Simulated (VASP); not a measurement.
# Y (Fd-3m) in VASP: a series of runs, part 2 of 2

VASP 6.6.1. Earlier steps stand in the parts before.

## 4. Single point, PBE

This run uses another cell than the first one, of 24.55 Å³/atom.

File INCAR:

```
SYSTEM = Y
PREC = Accurate ; ENCUT = 500
EDIFF = 1E-6 ; ISMEAR = -1
SIGMA = 0.05 ; LREAL = .False.
LASPH = .True. ; NELM = 120
ALGO = Normal ; ISIF = 2
LWAVE = .False. ; LCHARG = .False.
GGA = PE ; NBANDS = 18
GGA_COMPAT = .False.
```

File KPOINTS:

```
Automatic mesh
0
Gamma
  6 6 6
  0 0 0
```

File POSCAR:

```
Y
1.0
    0.0000000000      2.9064837355      2.9064837355
    2.9064837355      0.0000000000      2.9064837355
    2.9064837355      2.9064837355      0.0000000000
Y
2
Direct
    1.0000000000      1.0000000000      1.0000000000
    0.2500000000      0.2500000000      0.2500000000
```

Potentials or basis: VASP PAW PBE potentials, release 64 (Y_sv).

Launch:

```sh
> cat potpaw_PBE.64/Y_sv/POTCAR > POTCAR
> mpirun -np 1 vasp_std > vasp.out
```

OUTCAR:

```text
SYSTEM = Y
   PREC = Accurate
   ENCUT = 500
   EDIFF = 1E-6
   ISMEAR = -1
   LREAL = .False.
   LASPH = .True.
   NELM = 120
   ISIF = 2
   GGA = PE

 ion  position               nearest neighbor table
   1  0.000  0.000  0.000-   2 2.52   2 2.52   2 2.52   2 2.52
   2  0.250  0.250  0.250-   1 2.52   1 2.52   1 2.52   1 2.52

  LATTYP: Found a face centered cubic cell.
 ALAT       =     5.8129674710

  Lattice vectors:

 A1 = (   0.0000000000,   2.9064837355,   2.9064837355)
 A2 = (   2.9064837355,   0.0000000000,   2.9064837355)
 A3 = (   2.9064837355,   2.9064837355,   0.0000000000)

Analysis of symmetry for initial positions (statically):
=====================================================================
 Subroutine PRICEL returns:
 Original cell was already a primitive cell.

 Routine SETGRP: Setting up the symmetry group for a
 face centered cubic supercell.

 Subroutine GETGRP returns: Found 48 space group operations
 (whereof 24 operations were pure point group operations)
 out of a pool of 48 trial point group operations.

The static configuration has the point symmetry T_d .
 The point group associated with its full space group is O_h .

Analysis of symmetry for dynamics (positions and initial velocities):
=====================================================================
 Subroutine PRICEL returns:
 Original cell was already a primitive cell.

 Routine SETGRP: Setting up the symmetry group for a
 face centered cubic supercell.

 Subroutine GETGRP returns: Found 48 space group operations
 (whereof 24 operations were pure point group operations)
 out of a pool of 48 trial point group operations.

The dynamic configuration has the point symmetry T_d .
 The point group associated with its full space group is O_h .

 Subroutine INISYM returns: Found 48 space group operations
 (whereof 24 operations are pure point group operations),
 and found     1 'primitive' translations

----------------------------------------------------------------------------------------

                                     Primitive cell

  volume of cell :      49.1059

  direct lattice vectors                    reciprocal lattice vectors
     0.000000000  2.906483736  2.906483736    -0.172029175  0.172029175  0.172029175
     2.906483736  0.000000000  2.906483736     0.172029175 -0.172029175  0.172029175
     2.906483736  2.906483736  0.000000000     0.172029175  0.172029175 -0.172029175

  length of vectors
     4.110388718  4.110388718  4.110388718     0.297963272  0.297963272  0.297963272

  position of ions in fractional coordinates (direct lattice)
     0.000000000  0.000000000  0.000000000
     0.250000000  0.250000000  0.250000000

  ion indices of the primitive-cell ions
   primitive index   ion index
                 1           1
                 2           2

----------------------------------------------------------------------------------------

 KPOINTS: Automatic mesh

Automatic generation of k-mesh.
 Grid dimensions read from file:
 generate k-points for:    6    6    6

 Generating k-lattice:

  Cartesian coordinates                     Fractional coordinates (reciprocal lattice)
    -0.028671529  0.028671529  0.028671529     0.166666667  0.000000000  0.000000000
     0.028671529 -0.028671529  0.028671529     0.000000000  0.166666667  0.000000000
     0.028671529  0.028671529 -0.028671529     0.000000000  0.000000000  0.166666667

  Length of vectors
     0.049660545  0.049660545  0.049660545

  Shift w.r.t. Gamma in fractional coordinates (k-lattice)
     0.000000000  0.000000000  0.000000000

 Subroutine IBZKPT returns following result:
 ===========================================

 Found     16 irreducible k-points:

 Following reciprocal coordinates:
            Coordinates               Weight
  0.000000  0.000000  0.000000      1.000000
  0.166667  0.000000  0.000000      8.000000
  0.333333  0.000000  0.000000      8.000000
  0.500000  0.000000  0.000000      4.000000
  0.166667  0.166667  0.000000      6.000000
  0.333333  0.166667  0.000000     24.000000
[... 8 lines left out ...]
 -0.333333  0.333333  0.166667     24.000000
 -0.333333  0.500000  0.166667     12.000000
   k-points           NKPTS =     16   k-points in BZ     NKDIM =     16   number of bands    NBANDS=     18
   number of dos      NEDOS =    301   number of ions     NIONS =      2
   total plane-waves  NPLWV =  27000
   dimension x,y,z NGX =    30 NGY =   30 NGZ =   30
   dimension x,y,z NGXF=    60 NGYF=   60 NGZF=   60
   ions per type =               2
   NGX,Y,Z   is equivalent  to a cutoff of  12.13, 12.13, 12.13 a.u.
   NGXF,Y,Z  is equivalent  to a cutoff of  24.27, 24.27, 24.27 a.u.
 SYSTEM =  Y
   PREC   = accura    normal or accurate (medium, high low for compatibility)
   ISTART =      0    job   : 0-new  1-cont  2-samecut
   ICHARG =      2    charge: 1-file 2-atom 10-const
   ISPIN  =      1    spin polarized calculation?
   LNONCOLLINEAR =      F non collinear calculations
   LSORBIT =      F    spin-orbit coupling
   LASPH  =      T    aspherical Exc in radial PAW
   ENCUT  =  500.0 eV  36.75 Ry    6.06 a.u.   7.49  7.49  7.49*2*pi/ulx,y,z
   NELM   =    120;   NELMIN=  2; NELMDL= -5     # of ELM steps
   EDIFF  = 0.1E-05   stopping-criterion for ELM
   LREAL  =      F    real-space projection
   EDIFFG = 0.1E-04   stopping-criterion for IOM
   NSW    =      0    number of steps for IOM
   IBRION =     -1    ionic relax: 0-MD 1-quasi-New 2-CG
   NFREE  =      0    steps in history (QN), initial steepest desc. (CG)
   ISIF   =      2    stress and relaxation
   ISYM   =      2    0-nonsym 1-usesym 2-fastsym
   POTIM  = 0.5000    time-step for ionic-motion
   TEBEG  =    0.0;   TEEND  =   0.0 temperature during run
   PSTRESS=    0.0 pullay stress
   NELECT =      22.0000    total number of electrons
   NUPDOWN=      -1.0000    fix difference up-down
   EMIN   =  10.00;   EMAX   =-10.00  energy-range for DOS
   EFERMI =   0.00;   METHOD = LEGACY
   ISMEAR =    -1;   SIGMA  =   0.05  broadening in eV -4-tet -1-fermi 0-gaus
   EFERMI_NEDOS =   21; number of points for ismear=-14 and -15
   IALGO  =     38    algorithm
   IMIX   =      4    mixing-type and parameters
     AMIX     =   0.40;   BMIX     =  1.00
     AMIX_MAG =   1.60;   BMIX_MAG =  1.00
  volume/ion in A,a.u.               =      24.55       165.69
  Fermi-wavevector in a.u.,A,eV,Ry     =   1.252673  2.367209 21.350132  1.569190
  Thomas-Fermi vector in A             =   2.386562
   LORBIT       =      0    0 simple, 1 ext, 2 COOP (PROOUT), +10 PAW based schemes
   GGA     = PE    functional components
   LHFCALC =     F    Hartree Fock is set to
   AEXX    =    0.0000 exact exchange contribution
   IVDW    =     0    specifies the selected vdW correction
   LEPSILON=     F    determine dielectric tensor
   LRPA    =     F    only Hartree local field effects (RPA)
 non-spin polarized calculation
  energy-cutoff  :      500.00
  volume of cell :       49.11
 maximum number of plane-waves:      1267
 NGX is ok and might be reduce to    30
   NGX = 15   NGY = 15   NGZ = 15

 number of electron      21.9999999 magnetization

 Free energy of the ion-electron system (eV)
  ---------------------------------------------------
  ext. energy  EPLUGINS =         0.00000000
  ---------------------------------------------------
  free energy    TOTEN  =        -7.79855662 eV

  energy without entropy =       -7.77595136  energy(sigma->0) =       -7.78725399

 E-fermi :   4.4521     XC(G=0): -10.4128

 val. band max:        4.4224661906   @ k =  -0.3333   0.1667   0.0000
 cond. band min:       4.4801119991   @ k =   0.5000   0.1667   0.0000
 fundamental gap:      0.0576458085
 Fermi energy:         4.4521018507

 k-point     1 :       0.0000    0.0000    0.0000
  band No.  band energies     occupation
      1     -39.1146      2.00000
      2     -37.3653      2.00000
      3     -19.5684      2.00000
      4     -19.5684      2.00000
      5     -19.5684      2.00000
      6     -17.4427      2.00000
[... 10 lines left out ...]
     17       8.0876      0.00000
     18      12.9393      0.00000
[... 295 lines left out ...]
 k-point    16 :      -0.3333    0.5000    0.1667
  band No.  band energies     occupation
      1     -38.2831      2.00000
      2     -38.2831      2.00000
      3     -20.1747      2.00000
      4     -20.1747      2.00000
      5     -18.4498      2.00000
      6     -18.4498      2.00000
[... 10 lines left out ...]
     17      10.5830      0.00000
     18      10.5830      0.00000

------------------------ aborting loop because EDIFF is reached ----------------------------------------

  FORCE on cell =-STRESS in cart. coord.  units (eV):
  Direction    XX          YY          ZZ          XY          YZ          ZX
  --------------------------------------------------------------------------------------
  -------------------------------------------------------------------------------------
  Total        4.6258119      4.6258119      4.6258119      0.0000000      0.0000000      0.0000000
  in kB      150.9262796    150.9262796    150.9262796      0.0000000      0.0000000      0.0000000
  external PRESSURE =     150.9262796 kB  Pullay stress =       0.0000000 kB

 VOLUME and BASIS-vectors are now :
 -----------------------------------------------------------------------------
  energy-cutoff  :      500.00
  volume of cell :       49.11
      direct lattice vectors                 reciprocal lattice vectors
     0.000000000  2.906483736  2.906483736    -0.172029175  0.172029175  0.172029175
     2.906483736  0.000000000  2.906483736     0.172029175 -0.172029175  0.172029175
     2.906483736  2.906483736  0.000000000     0.172029175  0.172029175 -0.172029175

 POSITION                                       TOTAL-FORCE (eV/Angst)
 -----------------------------------------------------------------------------------
      0.00000      0.00000      0.00000         0.000000     -0.000000      0.000000
      1.45324      1.45324      1.45324        -0.000000      0.000000     -0.000000
 -----------------------------------------------------------------------------------
    total drift:                                0.000000     -0.000000      0.000000

  FREE ENERGIE OF THE ION-ELECTRON SYSTEM (eV)
  ---------------------------------------------------
  free  energy   TOTEN  =        -7.7985566180 eV

  energy  without entropy=       -7.7759513619  energy(sigma->0) =       -7.78725399
```

OSZICAR:

```text
N       E                     dE             d eps       ncg     rms          rms(c)
DAV:   1     0.967348911160E+02    0.96735E+02   -0.11573E+04   576   0.119E+03
DAV:   2    -0.293323454716E+01   -0.99668E+02   -0.98445E+02   728   0.276E+02
DAV:   3    -0.793476349998E+01   -0.50015E+01   -0.49481E+01  1030   0.399E+01
DAV:   4    -0.803558562641E+01   -0.10082E+00   -0.10061E+00   668   0.606E+00
DAV:   5    -0.803908357243E+01   -0.34979E-02   -0.34955E-02   764   0.736E-01    0.334E+01
DAV:   6    -0.784111401894E+01    0.19797E+00   -0.23333E-01   948   0.254E+00    0.192E+01
DAV:   7    -0.779625727476E+01    0.44857E-01   -0.28364E-01   960   0.248E+00    0.143E+00
DAV:   8    -0.779884703232E+01   -0.25898E-02   -0.26300E-02   692   0.111E+00    0.320E-01
DAV:   9    -0.779855957368E+01    0.28746E-03   -0.18022E-03   658   0.291E-01    0.653E-02
DAV:  10    -0.779855876453E+01    0.80915E-06   -0.84768E-05   746   0.767E-02    0.163E-02
DAV:  11    -0.779855753932E+01    0.12252E-05   -0.13751E-05   822   0.161E-02    0.828E-03
DAV:  12    -0.779855661798E+01    0.92135E-06   -0.12180E-06   494   0.815E-03
   1 F= -.77985566E+01 E0= -.77872540E+01  d E =-.226053E-01
```

Wall time 25 s (1 thread of AMD EPYC 7R43 (Zen 3), shared host); peak memory 0.14 GiB.

Results:

```yaml
Free_energy: -7.7986 eV
Pressure: 15.1 GPa
Band_gap_on_the_k_mesh: zero (bands 11 and 12 overlap by 1.47 eV)
```

Levels at points of the mesh, in eV from the Fermi level:
```
           k point  band 7  band 8  band 9  band 10  band 11  band 12  band 13  band 14  band 15  band 16
(0.00, 0.00, 0.00)  -21.89  -21.89   -4.20    -1.07    -1.07     0.87     0.87     0.87     3.64     3.64
(0.50, 0.00, 0.00)  -21.52  -21.52   -1.67    -0.97    -0.93    -0.93     0.34     0.34     2.49     5.33
(0.50, 0.50, 0.00)  -21.12  -21.12   -2.54    -2.54     0.39     0.39     2.39     2.39     2.41     2.41
```

Caveat: the cell stands under pressure.

## 5. Single point, PBE

This run uses another cell than the first one, of 44.29 Å³/atom.

File INCAR:

```
SYSTEM = Y
ALGO = Normal
EDIFF = 1E-6
ENCUT = 500
GGA = PE
GGA_COMPAT = .False.
ISIF = 2
ISMEAR = -1
LASPH = .True.
LCHARG = .False.
LREAL = .False.
LWAVE = .False.
NBANDS = 18
NELM = 120
PREC = Accurate
SIGMA = 0.05
```

File KPOINTS:

```
k-points
0
Gamma
  6 6 6
  0 0 0
```

File POSCAR:

```
Y
1.0
    0.0000000000      3.5381094132      3.5381094132
    3.5381094132      0.0000000000      3.5381094132
    3.5381094132      3.5381094132      0.0000000000
Y
2
Direct
    1.0000000000      1.0000000000      1.0000000000
    0.2500000000      0.2500000000      0.2500000000
```

Potentials or basis: VASP PAW PBE potentials, release 64 (Y_sv).

Launch:

```sh
> cat potpaw_PBE.64/Y_sv/POTCAR > POTCAR
> mpirun -np 1 vasp_std > vasp.out
```

OUTCAR:

```text
SYSTEM = Y
   EDIFF = 1E-6
   ENCUT = 500
   GGA = PE
   ISIF = 2
   ISMEAR = -1
   LASPH = .True.
   LREAL = .False.
   NELM = 120
   PREC = Accurate

 ion  position               nearest neighbor table
   1  0.000  0.000  0.000-   2 3.06   2 3.06   2 3.06   2 3.06
   2  0.250  0.250  0.250-   1 3.06   1 3.06   1 3.06   1 3.06

  LATTYP: Found a face centered cubic cell.
 ALAT       =     7.0762188264

  Lattice vectors:

 A1 = (   0.0000000000,   3.5381094132,   3.5381094132)
 A2 = (   3.5381094132,   0.0000000000,   3.5381094132)
 A3 = (   3.5381094132,   3.5381094132,   0.0000000000)

Analysis of symmetry for initial positions (statically):
=====================================================================
 Subroutine PRICEL returns:
 Original cell was already a primitive cell.

 Routine SETGRP: Setting up the symmetry group for a
 face centered cubic supercell.

 Subroutine GETGRP returns: Found 48 space group operations
 (whereof 24 operations were pure point group operations)
 out of a pool of 48 trial point group operations.

The static configuration has the point symmetry T_d .
 The point group associated with its full space group is O_h .

Analysis of symmetry for dynamics (positions and initial velocities):
=====================================================================
 Subroutine PRICEL returns:
 Original cell was already a primitive cell.

 Routine SETGRP: Setting up the symmetry group for a
 face centered cubic supercell.

 Subroutine GETGRP returns: Found 48 space group operations
 (whereof 24 operations were pure point group operations)
 out of a pool of 48 trial point group operations.

The dynamic configuration has the point symmetry T_d .
 The point group associated with its full space group is O_h .

 Subroutine INISYM returns: Found 48 space group operations
 (whereof 24 operations are pure point group operations),
 and found     1 'primitive' translations

[... 101 lines left out ...]
   EFERMI_NEDOS =   21; number of points for ismear=-14 and -15
   IALGO  =     38    algorithm
   IMIX   =      4    mixing-type and parameters
     AMIX     =   0.40;   BMIX     =  1.00
     AMIX_MAG =   1.60;   BMIX_MAG =  1.00
  volume/ion in A,a.u.               =      44.29       298.89
  Fermi-wavevector in a.u.,A,eV,Ry     =   1.029045  1.944614 14.407673  1.058934
  Thomas-Fermi vector in A             =   2.163073
   LORBIT       =      0    0 simple, 1 ext, 2 COOP (PROOUT), +10 PAW based schemes
   GGA     = PE    functional components
   LHFCALC =     F    Hartree Fock is set to
   AEXX    =    0.0000 exact exchange contribution
   IVDW    =     0    specifies the selected vdW correction
   LEPSILON=     F    determine dielectric tensor
   LRPA    =     F    only Hartree local field effects (RPA)
 non-spin polarized calculation
  energy-cutoff  :      500.00
  volume of cell :       88.58
 maximum number of plane-waves:      2272
   NGX = 19   NGY = 19   NGZ = 19

 number of electron      22.0000000 magnetization

 Free energy of the ion-electron system (eV)
  ---------------------------------------------------
  ext. energy  EPLUGINS =         0.00000000
  ---------------------------------------------------
  free energy    TOTEN  =        -8.94082132 eV

  energy without entropy =       -8.91585173  energy(sigma->0) =       -8.92833653

 E-fermi :   1.2693     XC(G=0):  -8.1312

 val. band max:        1.2628329659   @ k =   0.3333   0.3333   0.0000
 cond. band min:       1.2746940992   @ k =   0.5000   0.0000   0.0000
 fundamental gap:      0.0118611333
 Fermi energy:         1.2692552679

 k-point     1 :       0.0000    0.0000    0.0000
  band No.  band energies     occupation
      1     -42.0319      2.00000
      2     -41.7705      2.00000
      3     -22.2148      2.00000
      4     -22.2148      2.00000
      5     -22.2148      2.00000
      6     -21.6408      2.00000
[... 313 lines left out ...]
      5     -21.9338      2.00000
      6     -21.9338      2.00000
[... 10 lines left out ...]
     17       4.7897      0.00000
     18       4.7897      0.00000

------------------------ aborting loop because EDIFF is reached ----------------------------------------

  FORCE on cell =-STRESS in cart. coord.  units (eV):
  Direction    XX          YY          ZZ          XY          YZ          ZX
  --------------------------------------------------------------------------------------
  -------------------------------------------------------------------------------------
  Total        0.0082029      0.0082029      0.0082029      0.0000000     -0.0000000     -0.0000000
  in kB        0.1483668      0.1483668      0.1483668      0.0000000     -0.0000000     -0.0000000
  external PRESSURE =       0.1483668 kB  Pullay stress =       0.0000000 kB

 VOLUME and BASIS-vectors are now :
 -----------------------------------------------------------------------------
  energy-cutoff  :      500.00
  volume of cell :       88.58
      direct lattice vectors                 reciprocal lattice vectors
     0.000000000  3.538109413  3.538109413    -0.141318411  0.141318411  0.141318411
     3.538109413  0.000000000  3.538109413     0.141318411 -0.141318411  0.141318411
     3.538109413  3.538109413  0.000000000     0.141318411  0.141318411 -0.141318411

 POSITION                                       TOTAL-FORCE (eV/Angst)
 -----------------------------------------------------------------------------------
      0.00000      0.00000      0.00000         0.000000      0.000000      0.000000
      1.76905      1.76905      1.76905        -0.000000     -0.000000     -0.000000
 -----------------------------------------------------------------------------------
    total drift:                                0.000000      0.000000     -0.000000

  FREE ENERGIE OF THE ION-ELECTRON SYSTEM (eV)
  ---------------------------------------------------
  free  energy   TOTEN  =        -8.9408213180 eV

  energy  without entropy=       -8.9158517331  energy(sigma->0) =       -8.92833653
```

stdout:

```text
POSCAR found type information on POSCAR Y
 POSCAR found :  1 types and       2 ions
 scaLAPACK will be used
 LDA part: xc-table for (Slater+PW92), standard interpolation
 POSCAR, INCAR and KPOINTS ok, starting setup
 FFT: planning ... GRIDC
 FFT: planning ... GRID_SOFT
 FFT: planning ... GRID
 WAVECAR not read
 entering main loop
```

Wall time 39 s (1 thread of AMD EPYC 7R43 (Zen 3), shared host); peak memory 0.18 GiB.

What came out:

* Free energy: -8.9408 eV
* Pressure: 0.0 GPa
* Band gap on the k mesh: zero (bands 11 and 12 overlap by 0.48 eV)

## 6. The runs side by side

| cell | gap on the mesh (eV) | pressure (GPa) |
| --- | --- | --- |
| a = 3.821 Å, angles 60.0°, 2 atoms | none | 45.0 |
| a = 3.930 Å, angles 60.0°, 2 atoms | none | 30.1 |
| a = 4.110 Å, angles 60.0°, 2 atoms | none | 15.1 |
| a = 5.004 Å, angles 60.0°, 2 atoms | none | 0.0 |

Alike in all rows: task single point; level PBE; potentials or basis VASP PAW PBE potentials, release 64 (Y_sv); no spin polarisation; k mesh 6 × 6 × 6; cutoff (eV) 500; smearing fermi-dirac 0.05 eV.

Caveats: the cell stands under pressure (at least some runs).

Absolute energies hang on the potentials; compare differences alone.
